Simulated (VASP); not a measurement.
# Ga4S (Pm-3m) in VASP: further runs

Runs on Ga4S. Level: PBE. Tasks: single point, relaxation of cell and atoms.

All numbers are computed with VASP 6.6.1; they aren't measurements. Logs are shortened: lines on timing, memory, paths and dates and some standing lists are left out, and cuts for length are marked.

## 1. The cell of the first run

Symmetry: Pm-3m, No. 221, cubic system. Conventional cell: a = 4.994 Å, b = 4.994 Å, c = 4.994 Å, α = 90.00°, β = 90.00°, γ = 90.00°. Within 4.6 Å of Ga (site symmetry m-3m) lie 12 Ga at 3.53 Å and 8 S at 4.32 Å. Within 3.3 Å of Ga (site symmetry 4/mmm) lie 2 S at 2.50 Å. Within 3.3 Å of S (site symmetry m-3m) lie 6 Ga at 2.50 Å.

## 2. Single point, PBE

The input, INCAR:

```
PREC = Accurate
ENCUT = 520
EDIFF = 1E-7
ISMEAR = 0
SIGMA = 0.1
LREAL = False
LASPH = True
NELM = 100
ALGO = Normal
ISIF = 2
LWAVE = False
LCHARG = True
GGA = PE
LELF = True
LVHAR = True
NBANDS = 37
```

The input, KPOINTS:

```
regular mesh
0
Gamma
  8 8 8
```

The input, POSCAR:

```
Ga4S
1.0
    4.9939600339      0.0000000000      0.0000000000
    0.0000000000      4.9939600339      0.0000000000
    0.0000000000      0.0000000000      4.9939600339
Ga S
4 1
Direct
    0.0000000000      0.0000000000      0.0000000000
    0.5000000000      0.5000000000      0.0000000000
    0.5000000000      0.0000000000      0.5000000000
    0.0000000000      0.5000000000      0.5000000000
    0.5000000000      0.5000000000      0.5000000000
```

Potentials or basis: VASP PAW PBE potentials, release 64 (Ga_d, S).

Command:

```console
$ cat potpaw_PBE.64/Ga_d/POTCAR potpaw_PBE.64/S/POTCAR > POTCAR
$ mpirun -np 1 vasp_std > vasp.out
```

OUTCAR:

```text
PREC = Accurate
   ENCUT = 520
   EDIFF = 1E-7
   ISMEAR = 0
   LREAL = False
   LASPH = True
   NELM = 100
   ISIF = 2
   GGA = PE

 ion  position               nearest neighbor table
   1  0.000  0.000  0.000-
   2  0.500  0.500  0.000-   5 2.50   5 2.50
   3  0.500  0.000  0.500-   5 2.50   5 2.50
   4  0.000  0.500  0.500-   5 2.50   5 2.50
   5  0.500  0.500  0.500-   2 2.50   3 2.50   4 2.50   2 2.50   3 2.50   4 2.50

  LATTYP: Found a simple cubic cell.
 ALAT       =     4.9939600339

  Lattice vectors:

 A1 = (   4.9939600339,   0.0000000000,   0.0000000000)
 A2 = (   0.0000000000,   4.9939600339,   0.0000000000)
 A3 = (   0.0000000000,   0.0000000000,   4.9939600339)

Analysis of symmetry for initial positions (statically):
=====================================================================
 Subroutine PRICEL returns:
 Original cell was already a primitive cell.

 Routine SETGRP: Setting up the symmetry group for a
 simple cubic supercell.

 Subroutine GETGRP returns: Found 48 space group operations
[... 9 lines left out ...]

 Routine SETGRP: Setting up the symmetry group for a
 simple cubic supercell.

 Subroutine GETGRP returns: Found 48 space group operations
[... 11 lines left out ...]
                                     Primitive cell

  volume of cell :     124.5475

  direct lattice vectors                    reciprocal lattice vectors
     4.993960034  0.000000000  0.000000000     0.200241891  0.000000000  0.000000000
     0.000000000  4.993960034  0.000000000     0.000000000  0.200241891  0.000000000
     0.000000000  0.000000000  4.993960034     0.000000000  0.000000000  0.200241891

  length of vectors
     4.993960034  4.993960034  4.993960034     0.200241891  0.200241891  0.200241891

  position of ions in fractional coordinates (direct lattice)
     0.000000000  0.000000000  0.000000000
     0.500000000  0.500000000  0.000000000
     0.500000000  0.000000000  0.500000000
     0.000000000  0.500000000  0.500000000
     0.500000000  0.500000000  0.500000000

  ion indices of the primitive-cell ions
   primitive index   ion index
                 1           1
                 2           2
                 3           3
                 4           4
                 5           5

----------------------------------------------------------------------------------------

 KPOINTS: regular mesh

[... 64 lines left out ...]
   LASPH  =      T    aspherical Exc in radial PAW
   ENCUT  =  520.0 eV  38.22 Ry    6.18 a.u.   9.29  9.29  9.29*2*pi/ulx,y,z
   NELM   =    100;   NELMIN=  2; NELMDL= -5     # of ELM steps
   EDIFF  = 0.1E-06   stopping-criterion for ELM
   LREAL  =      F    real-space projection
   EDIFFG = 0.1E-05   stopping-criterion for IOM
   NSW    =      0    number of steps for IOM
   IBRION =     -1    ionic relax: 0-MD 1-quasi-New 2-CG
   NFREE  =      0    steps in history (QN), initial steepest desc. (CG)
   ISIF   =      2    stress and relaxation
   ISYM   =      2    0-nonsym 1-usesym 2-fastsym
   POTIM  = 0.5000    time-step for ionic-motion
   TEBEG  =    0.0;   TEEND  =   0.0 temperature during run
   PSTRESS=    0.0 pullay stress
   NELECT =      58.0000    total number of electrons
   NUPDOWN=      -1.0000    fix difference up-down
   EMIN   =  10.00;   EMAX   =-10.00  energy-range for DOS
   EFERMI =   0.00;   METHOD = LEGACY
   ISMEAR =     0;   SIGMA  =   0.10  broadening in eV -4-tet -1-fermi 0-gaus
   EFERMI_NEDOS =   21; number of points for ismear=-14 and -15
   IALGO  =     38    algorithm
   IMIX   =      4    mixing-type and parameters
     AMIX     =   0.40;   BMIX     =  1.00
     AMIX_MAG =   1.60;   BMIX_MAG =  1.00
  volume/ion in A,a.u.               =      24.91       168.10
  Fermi-wavevector in a.u.,A,eV,Ry     =   1.268934  2.397938 21.908019  1.610194
  Thomas-Fermi vector in A             =   2.402002
   LORBIT       =      0    0 simple, 1 ext, 2 COOP (PROOUT), +10 PAW based schemes
   GGA     = PE    functional components
   LHFCALC =     F    Hartree Fock is set to
   AEXX    =    0.0000 exact exchange contribution
   IVDW    =     0    specifies the selected vdW correction
   LEPSILON=     F    determine dielectric tensor
   LRPA    =     F    only Hartree local field effects (RPA)
 non-spin polarized calculation
 Gauss-broadening in eV      SIGMA  =   0.10
  energy-cutoff  :      520.00
  volume of cell :      124.55
 maximum number of plane-waves:      3407
 NGX is ok and might be reduce to    40
   NGX = 19   NGY = 19   NGZ = 19

 number of electron      58.0000005 magnetization

 Free energy of the ion-electron system (eV)
  ---------------------------------------------------
  ext. energy  EPLUGINS =         0.00000000
  ---------------------------------------------------
  free energy    TOTEN  =       -13.88782415 eV

  energy without entropy =      -13.87016086  energy(sigma->0) =      -13.87899250

 E-fermi :   3.5096     XC(G=0):  -9.4189

 val. band max:        3.5024192885   @ k =   0.5000   0.1250   0.0000
 cond. band min:       3.5096970641   @ k =   0.3750   0.0000   0.0000
 fundamental gap:      0.0072777756
 Fermi energy:         3.5096357485

 k-point     1 :       0.0000    0.0000    0.0000
  band No.  band energies     occupation
      1     -12.1775      2.00000
      2     -11.4689      2.00000
      3     -11.4689      2.00000
      4     -11.4689      2.00000
      5     -11.4537      2.00000
      6     -11.4537      2.00000
[... 949 lines left out ...]
     36       8.0244      0.00000
     37       8.4093      0.00000

 [... further k-points ...]

------------------------ aborting loop because EDIFF is reached ----------------------------------------

  FORCE on cell =-STRESS in cart. coord.  units (eV):
  Direction    XX          YY          ZZ          XY          YZ          ZX
  --------------------------------------------------------------------------------------
  -------------------------------------------------------------------------------------
  Total        0.0457022      0.0457022      0.0457022     -0.0000000     -0.0000000     -0.0000000
  in kB        0.5879121      0.5879121      0.5879121     -0.0000000     -0.0000000     -0.0000000
  external PRESSURE =       0.5879121 kB  Pullay stress =       0.0000000 kB

 VOLUME and BASIS-vectors are now :
 -----------------------------------------------------------------------------
  energy-cutoff  :      520.00
  volume of cell :      124.55
      direct lattice vectors                 reciprocal lattice vectors
     4.993960034  0.000000000  0.000000000     0.200241891  0.000000000  0.000000000
     0.000000000  4.993960034  0.000000000     0.000000000  0.200241891  0.000000000
     0.000000000  0.000000000  4.993960034     0.000000000  0.000000000  0.200241891

 POSITION                                       TOTAL-FORCE (eV/Angst)
 -----------------------------------------------------------------------------------
      0.00000      0.00000      0.00000         0.000000      0.000000      0.000000
      2.49698      2.49698      0.00000         0.000000      0.000000      0.000000
      2.49698      0.00000      2.49698         0.000000      0.000000      0.000000
      0.00000      2.49698      2.49698         0.000000      0.000000      0.000000
      2.49698      2.49698      2.49698         0.000000      0.000000      0.000000
 -----------------------------------------------------------------------------------
    total drift:                               -0.000000     -0.000000     -0.000000

  FREE ENERGIE OF THE ION-ELECTRON SYSTEM (eV)
  ---------------------------------------------------
  free  energy   TOTEN  =       -13.8878241503 eV

  energy  without entropy=      -13.8701608564  energy(sigma->0) =      -13.87899250
```

It took 58 s on 1 thread of Intel Xeon 6975P-C (Granite Rapids), shared host; peak memory 0.3 GiB.

What came out:

```
Free energy            : -13.8878 eV
Pressure               : 0.1 GPa
Band gap on the k mesh : zero (band 29 reaches 4.20 eV, above the bottom of band 30 at 2.60 eV)
```

Levels at points of the mesh, in eV from the Fermi level:
```csv
k point,band 25,band 26,band 27,band 28,band 29,band 30,band 31,band 32,band 33,band 34
"(0.00, 0.00, 0.00)",-5.40,-4.09,-4.09,-2.12,0.43,0.43,0.43,3.19,3.19,3.19
"(0.50, 0.00, 0.00)",-4.93,-4.51,-3.89,-0.10,-0.10,0.74,1.35,2.58,2.58,2.59
"(0.50, 0.50, 0.00)",-4.98,-4.14,-0.58,-0.58,0.26,1.12,1.12,1.36,1.36,1.66
"(0.50, 0.50, 0.50)",-4.87,-2.47,-2.47,-2.47,0.69,0.69,0.69,3.42,3.42,3.42
```

## 3. Relaxation of cell and atoms, PBE

This run uses another cell than the first one, of 23.40 Å³/atom, 0.939 times its volume.

The input, INCAR:

```
PREC = Accurate
ENCUT = 600
EDIFF = 1E-7
ISMEAR = 0
SIGMA = 0.1
LREAL = F
LASPH = T
NELM = 100
ALGO = Normal
ISIF = 3
LWAVE = F
LCHARG = F
GGA = PE
IBRION = 2
NSW = 100
EDIFFG = -0.01
```

KPOINTS is that of step 2.

Edit POSCAR of step 2 so:

```diff
@@ -2,5 +2,5 @@
 1.0
-    4.9939600339      0.0000000000      0.0000000000
-    0.0000000000      4.9939600339      0.0000000000
-    0.0000000000      0.0000000000      4.9939600339
+    4.8909135759      0.0000000000      0.0000000000
+    0.0000000000      4.8909135759      0.0000000000
+    0.0000000000      0.0000000000      4.8909135759
 Ga S
```

Potentials or basis: VASP PAW PBE potentials, release 64 (Ga_d, S).

Command:

```console
$ cat potpaw_PBE.64/Ga_d/POTCAR potpaw_PBE.64/S/POTCAR > POTCAR
$ mpirun -np 1 vasp_std > vasp.out
```

Wall time 2.6 min (1 thread of Intel Xeon 6975P-C (Granite Rapids), shared host); peak memory 0.33 GiB.

It converged, with:

```yaml
Free_energy: -13.8861 eV
Relaxed_volume: 24.95 Å³/atom
Relaxed_cell: a = 4.997 Å, b = 4.997 Å, c = 4.997 Å, α = 90.00°, β = 90.00°, γ = 90.00°
Space_group_after_relaxing_to_0.05_Å: Pm-3m (No. 221)
Energy_gained_by_relaxing: 7.6 meV/atom
Ionic_steps: 3
Pressure_after_relaxing: 0.0 GPa
Band_gap_on_the_k_mesh: zero (band 29 reaches 4.18 eV, above the bottom of band 30 at 2.59 eV)
```

The path:
```csv
step,energy change (eV),largest force (eV/Å),pressure (GPa),volume (Å³)
1,0.0000,0.0000,1.64,117.00
2,-0.0299,0.0000,0.72,121.09
3,-0.0381,0.0000,-0.01,124.76
```

Final structure:
```yaml
crystal:
  lattice:
    - [4.99682, 0.00000, 0.00000]
    - [0.00000, 4.99682, 0.00000]
    - [0.00000, 0.00000, 4.99682]
  atoms:
    - { symbol: Ga, position: [0.00000, 0.00000, 0.00000] }
    - { symbol: Ga, position: [0.50000, 0.50000, 0.00000] }
    - { symbol: Ga, position: [0.50000, 0.00000, 0.50000] }
    - { symbol: Ga, position: [0.00000, 0.50000, 0.50000] }
    - { symbol: S, position: [0.50000, 0.50000, 0.50000] }
```

Levels at points of the mesh, in eV from the Fermi level:
```csv
k point,band 27,band 28,band 29,band 30,band 31,band 32
"(0.00, 0.00, 0.00)",-4.09,-2.13,0.43,0.43,0.43,3.19
"(0.50, 0.00, 0.00)",-3.89,-0.10,-0.10,0.73,1.35,2.58
"(0.50, 0.50, 0.00)",-0.57,-0.57,0.26,1.12,1.12,1.35
"(0.50, 0.50, 0.50)",-2.46,-2.46,0.68,0.68,0.68,3.41
```

(Part 1 of 2 ends here.)
